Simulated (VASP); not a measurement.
Li2S, 9 atoms in the cell. The cell holds a wire or tube with vacuum around it, 9 atoms: a = 11.300 Å, b = 11.300 Å, c = 9.882 Å, α = 90.00°, β = 90.00°, γ = 90.00°. 

```yaml
Program: VASP 6.6.1
Task: single point
Functional: PBE
Potentials_or_basis: VASP PAW PBE potentials, release 64 (Li_sv, S)
Cutoff: 520 eV
k_mesh: 1 × 1 × 4
Occupations: gaussian, width 0.05 eV
Spin: no spin polarisation
Dipole_correction: no
Further_INCAR_settings: ALGO = Fast; EDIFF = 1e-06; NBANDS = 28
```

Potentials or basis: VASP PAW PBE potentials, release 64 (Li_sv, S).

Run with:

```sh
$ cat potpaw_PBE.64/Li_sv/POTCAR potpaw_PBE.64/S/POTCAR > POTCAR
$ mpirun -np 1 vasp_std > vasp.out
```

Hardware: 1 thread of Intel(R) Xeon(R) Platinum 8259CL CPU @ 2.50GHz (Skylake/Cascade Lake), with other jobs on the host.

Question: How long does it take, and how much memory?

Answer: Run time: 7.5 min on 1 thread of Intel(R) Xeon(R) Platinum 8259CL CPU @ 2.50GHz (Skylake/Cascade Lake), with other jobs on the host, peak memory 1 GiB. Counts: scf iterations 30, k points 3.
